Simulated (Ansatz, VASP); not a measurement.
# One calculation of ZrTlF6, two programs

```
Zr Tl F
1.0
     0.00000    4.44739    4.44739
     4.44739    0.00000    4.44739
     4.44739    4.44739    0.00000
Zr Tl F
1 1 6
Direct
  0.00000 0.00000 0.00000
  0.50000 0.50000 0.50000
  0.77222 0.22778 0.22778
  0.22778 0.77222 0.77222
  0.22778 0.77222 0.22778
  0.77222 0.22778 0.77222
  0.22778 0.22778 0.77222
  0.77222 0.77222 0.22778
```

Alike in both runs: task relaxation of cell and atoms; functional PBE; k mesh 8 × 8 × 8; occupations gaussian, width 0.1 eV; no spin polarisation.

|  | VASP | Ansatz |
| --- | --- | --- |
| version | VASP 6.6.1 | Ansatz 0.2.0 |
| potentials or method | VASP PAW PBE potentials, release 64 (Zr_sv, Tl_d, F), cutoff 600 eV | scalar-relativistic, plane waves, PAW |
| valence electrons in the cell | 67 | 67 |

```tsv
	VASP	Ansatz	Ansatz less VASP
gap on the k mesh at the Fermi level, each at its own relaxed structure (eV)	none	none	-
relaxed volume (Å³/atom)	21.87	21.97	+0.099
relaxed cell length with the largest relative difference (Å)	6.278	6.288	+0.0095
```

A gap of «none» marks a metal or a gap that the smearing closes. Ansatz's warnings: xc potential rough in thin density.

Neither program's run includes spin-orbit coupling.
